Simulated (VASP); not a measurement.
# AgCl (Fmm2) in VASP: a series of runs

The runs below take AgCl through single point, with LDA.

All numbers are computed with VASP 6.6.1; they aren't measurements. Logs are shortened: lines on timing, memory, paths and dates and some standing lists are left out, and cuts for length are marked.

## 1. The cell of the first run

The structure is orthorhombic, space group Fmm2 (No. 42). Conventional cell: a = 5.212 Å, b = 5.355 Å, c = 5.212 Å, α = 90.00°, β = 90.00°, γ = 90.00°. Within 2.9 Å of Ag (site symmetry mm2) lie 5 Cl at 2.22 to 2.71 Å. Cl (site symmetry mm2) has 5 Ag at 2.22 to 2.71 Å within 2.9 Å.

## 2. Single point, LDA

File INCAR:

```
SYSTEM = AgCl
PREC = Accurate ; ENCUT = 520
EDIFF = 1E-6 ; ISMEAR = 0
SIGMA = 0.05 ; LREAL = .False.
LASPH = .True. ; NELM = 100
ALGO = Normal ; ISIF = 2
LWAVE = .False. ; LCHARG = .True.
GGA = CA ; LELF = .True.
LVHAR = .True. ; NBANDS = 16
```

File KPOINTS:

```
regular mesh
0
Gamma
  10 10 10
  0 0 0
```

File POSCAR:

```
AgCl
1.0
    0.0000000000      2.6058272343      2.6773114500
    2.6058272343      0.0000000000      2.6773114500
    2.6058272343      2.6058272343      0.0000000000
Ag Cl
1 1
Direct
    0.5185353529      0.4814646471      0.5185353529
   -0.0563998634      0.0563998634     -0.0563998634
```

Potentials or basis: VASP PAW LDA potentials, release 64 (Ag, Cl).

Started as:

```bash
$ cat potpaw_LDA.64/Ag/POTCAR potpaw_LDA.64/Cl/POTCAR > POTCAR
$ mpirun -np 1 vasp_std > vasp.out
```

OUTCAR:

```text
SYSTEM = AgCl
   PREC = Accurate
   ENCUT = 520
   EDIFF = 1E-6
   ISMEAR = 0
   LREAL = .False.
   LASPH = .True.
   NELM = 100
   ISIF = 2
   GGA = CA

 ion  position               nearest neighbor table
   1  0.519  0.481  0.519-   2 2.22   2 2.63   2 2.63   2 2.71   2 2.71   2 3.00
   2  0.944  0.056  0.944-   1 2.22   1 2.63   1 2.63   1 2.71   1 2.71   1 3.00

  LATTYP: Found a body centered tetragonal cell.
 ALAT       =     3.6851962159
 C/A-ratio  =     1.4530089000

  Lattice vectors:

 A1 = (  -2.6058272343,   0.0000000000,   2.6773114500)
 A2 = (   2.6058272343,   0.0000000000,   2.6773114500)
 A3 = (   0.0000000000,   2.6058272343,  -2.6773114500)

Analysis of symmetry for initial positions (statically):
=====================================================================
 Subroutine PRICEL returns:
 Original cell was already a primitive cell.

 Routine SETGRP: Setting up the symmetry group for a
 body centered tetragonal supercell.

 Subroutine GETGRP returns: Found  4 space group operations
 (whereof  4 operations were pure point group operations)
 out of a pool of 16 trial point group operations.

The static configuration has the point symmetry C_2v.

Analysis of symmetry for dynamics (positions and initial velocities):
=====================================================================
 Subroutine PRICEL returns:
 Original cell was already a primitive cell.

 Routine SETGRP: Setting up the symmetry group for a
 body centered tetragonal supercell.

 Subroutine GETGRP returns: Found  4 space group operations
 (whereof  4 operations were pure point group operations)
 out of a pool of 16 trial point group operations.

The dynamic configuration has the point symmetry C_2v.

 Subroutine INISYM returns: Found  4 space group operations
 (whereof  4 operations are pure point group operations),
 and found     1 'primitive' translations

----------------------------------------------------------------------------------------

                                     Primitive cell

  volume of cell :      36.3597

  direct lattice vectors                    reciprocal lattice vectors
     0.000000000  2.605827234  2.677311450    -0.191877648  0.191877648  0.186754514
     2.605827234  0.000000000  2.677311450     0.191877648 -0.191877648  0.186754514
     2.605827234  2.605827234  0.000000000     0.191877648  0.191877648 -0.186754514

  length of vectors
     3.736085140  3.736085140  3.685196216     0.329410552  0.329410552  0.329410552

  position of ions in fractional coordinates (direct lattice)
     0.518535353  0.481464647  0.518535353
     0.943600137  0.056399863  0.943600137

  ion indices of the primitive-cell ions
[... 73 lines left out ...]
   ENCUT  =  520.0 eV  38.22 Ry    6.18 a.u.   6.95  6.95  6.85*2*pi/ulx,y,z
   NELM   =    100;   NELMIN=  2; NELMDL= -5     # of ELM steps
   EDIFF  = 0.1E-05   stopping-criterion for ELM
   LREAL  =      F    real-space projection
   EDIFFG = 0.1E-04   stopping-criterion for IOM
   NSW    =      0    number of steps for IOM
   IBRION =     -1    ionic relax: 0-MD 1-quasi-New 2-CG
   NFREE  =      0    steps in history (QN), initial steepest desc. (CG)
   ISIF   =      2    stress and relaxation
   ISYM   =      2    0-nonsym 1-usesym 2-fastsym
   POTIM  = 0.5000    time-step for ionic-motion
   TEBEG  =    0.0;   TEEND  =   0.0 temperature during run
   PSTRESS=    0.0 pullay stress
   NELECT =      18.0000    total number of electrons
   NUPDOWN=      -1.0000    fix difference up-down
   EMIN   =  10.00;   EMAX   =-10.00  energy-range for DOS
   EFERMI =   0.00;   METHOD = LEGACY
   ISMEAR =     0;   SIGMA  =   0.05  broadening in eV -4-tet -1-fermi 0-gaus
   EFERMI_NEDOS =   21; number of points for ismear=-14 and -15
   IALGO  =     38    algorithm
   IMIX   =      4    mixing-type and parameters
     AMIX     =   0.40;   BMIX     =  1.00
     AMIX_MAG =   1.60;   BMIX_MAG =  1.00
  volume/ion in A,a.u.               =      18.18       122.68
  Fermi-wavevector in a.u.,A,eV,Ry     =   1.295067  2.447322 22.819677  1.677199
  Thomas-Fermi vector in A             =   2.426610
   LORBIT       =      0    0 simple, 1 ext, 2 COOP (PROOUT), +10 PAW based schemes
   GGA     = CA    functional components
   LHFCALC =     F    Hartree Fock is set to
   AEXX    =    0.0000 exact exchange contribution
   IVDW    =     0    specifies the selected vdW correction
   LEPSILON=     F    determine dielectric tensor
   LRPA    =     F    only Hartree local field effects (RPA)
 non-spin polarized calculation
 Gauss-broadening in eV      SIGMA  =   0.05
  energy-cutoff  :      520.00
  volume of cell :       36.36
 maximum number of plane-waves:       995
   NGX = 13   NGY = 13   NGZ = 13

 number of electron      17.9999995 magnetization

 Free energy of the ion-electron system (eV)
  ---------------------------------------------------
  ext. energy  EPLUGINS =         0.00000000
  ---------------------------------------------------
  free energy    TOTEN  =        -6.43622252 eV

  energy without entropy =       -6.43622252  energy(sigma->0) =       -6.43622252

 E-fermi :   5.8954     XC(G=0): -11.2311

 val. band max:        5.6406009027   @ k =  -0.2000   0.2000   0.0000
 cond. band min:       6.5677403061   @ k =   0.0000   0.0000   0.0000
 fundamental gap:      0.9271394034
 Fermi energy:         5.8954039772

 k-point     1 :       0.0000    0.0000    0.0000
  band No.  band energies     occupation
      1     -10.5585      2.00000
      2       0.6637      2.00000
      3       1.3620      2.00000
      4       1.5285      2.00000
      5       2.5043      2.00000
      6       2.5262      2.00000
[... 433 lines left out ...]
      3       0.4784      2.00000
      4       0.8852      2.00000
      5       2.6502      2.00000
      6       2.8469      2.00000
[... 8 lines left out ...]
     15      20.8540      0.00000
     16      22.1226      0.00000

 [... further k-points ...]
[... 5 lines left out ...]
  --------------------------------------------------------------------------------------
  -------------------------------------------------------------------------------------
  Total        1.0316582      5.4517646      0.6370348      0.0000000      0.0000000      0.0000000
  in kB       45.4596713    240.2301692     28.0707235      0.0000000      0.0000000      0.0000000
  external PRESSURE =     104.5868547 kB  Pullay stress =       0.0000000 kB

 VOLUME and BASIS-vectors are now :
 -----------------------------------------------------------------------------
  energy-cutoff  :      520.00
  volume of cell :       36.36
      direct lattice vectors                 reciprocal lattice vectors
     0.000000000  2.605827234  2.677311450    -0.191877648  0.191877648  0.186754514
     2.605827234  0.000000000  2.677311450     0.191877648 -0.191877648  0.186754514
     2.605827234  2.605827234  0.000000000     0.191877648  0.191877648 -0.186754514

 POSITION                                       TOTAL-FORCE (eV/Angst)
 -----------------------------------------------------------------------------------
      2.60583      2.70243      2.67731         0.000000     -2.259240      0.000000
      2.60583      4.91772      2.67731         0.000000      2.259240      0.000000
 -----------------------------------------------------------------------------------
    total drift:                               -0.000000     -0.000230     -0.000001

  FREE ENERGIE OF THE ION-ELECTRON SYSTEM (eV)
  ---------------------------------------------------
  free  energy   TOTEN  =        -6.4362225189 eV

  energy  without entropy=       -6.4362225189  energy(sigma->0) =       -6.43622252
```

Run time: 70 s. Hardware: 1 thread of Intel Xeon 6975P-C, shared host; peak memory 0.22 GiB.

What came out:

```yaml
Free_energy: -6.4362 eV
Pressure: 10.5 GPa
Largest_force: 2.259 eV/Å
Band_gap_on_the_k_mesh: 0.93 eV, indirect (least direct gap 2.06 eV)
```

Forces in eV/Å, atoms in the order of the input:
```
Ag   0.000 -2.259  0.000
Cl   0.000  2.259  0.000
```

Caveat: forces of over 1 eV/Å act on the atoms, so gaps and moduli don't describe the material at rest.

## 3. Single point, LDA

This run uses another cell than the first one, of 18.68 Å³/atom, 1.028 times its volume.

File INCAR:

```
SYSTEM = AgCl
ALGO     = Normal         ! electronic algorithm
EDIFF    = 1E-7           ! SCF threshold, eV
ENCUT    = 520            ! plane-wave cutoff, eV
ISIF     = 2              ! what is computed and relaxed
ISMEAR   = 0              ! smearing method
LASPH    = .TRUE.         ! aspherical terms in the spheres
LCHARG   = .TRUE.         ! write CHGCAR
LELF     = .TRUE.         ! ELF
LREAL    = .FALSE.        ! projectors in reciprocal space
LVHAR    = .TRUE.       
LWAVE    = .FALSE.        ! write WAVECAR
NBANDS   = 16             ! bands
NELM     = 100            ! most SCF steps
PREC     = Accurate       ! precision mode
SIGMA    = 0.05           ! smearing width, eV
```

File KPOINTS:

```
k-points
0
G
  10 10 10
  0 0 0
```

File POSCAR:

```
AgCl
1.0
    0.0000000000      2.6417032077      2.6773114500
    2.6417032077      0.0000000000      2.6773114500
    2.6417032077      2.6417032077      0.0000000000
Ag Cl
1 1
Direct
    0.5278030294      0.4721969706      0.5278030294
   -0.0845997951      0.0845997951     -0.0845997951
```

Potentials or basis: VASP PAW LDA potentials, release 64 (Ag, Cl).

Started as:

```bash
$ cat potpaw_LDA.64/Ag/POTCAR potpaw_LDA.64/Cl/POTCAR > POTCAR
$ mpirun -np 1 vasp_std > vasp.out
```

Run time: 77 s. Hardware: 1 thread of Intel Xeon 6975P-C, shared host; peak memory 0.22 GiB.

Results (log left out):

* Free energy: -5.8503 eV
* Pressure: 17.1 GPa
* Largest force: 5.302 eV/Å
* Band gap on the k mesh: 1.14 eV, indirect (least direct gap 1.54 eV)

Forces on the atoms (eV/Å):
```
Ag   0.000 -5.302  0.000
Cl   0.000  5.302  0.000
```

Stress tensor (GPa, compression positive):
```
 1.83  0.00  0.00
 0.00 48.39  0.00
 0.00  0.00  1.19
```

Levels at points of the mesh, in eV from the valence-band top:
```csv
k point,band 6,band 7,band 8,band 9,band 10,band 11,band 12,band 13
"(0.00, 0.00, 0.00)",-3.05,-1.15,-1.11,-0.40,1.14,9.58,9.84,9.87
"(0.50, 0.00, 0.00)",-2.89,-2.23,-0.34,-0.19,4.42,6.74,7.65,8.88
"(0.50, 0.50, 0.00)",-2.51,-2.40,-1.56,-1.35,2.28,6.74,8.96,12.98
"(0.50, 0.00, 0.50)",-2.77,-2.74,-2.63,-2.58,2.39,7.75,10.42,12.15
"(0.00, 0.50, 0.50)",-2.52,-2.39,-1.59,-1.44,2.25,6.64,9.09,12.78
```

Caveat: forces of over 1 eV/Å act on the atoms, so gaps and moduli don't describe the material at rest. A hybrid or GW would open this gap; LDA tends to underestimate it.

(Part 1 of 2 ends here.)
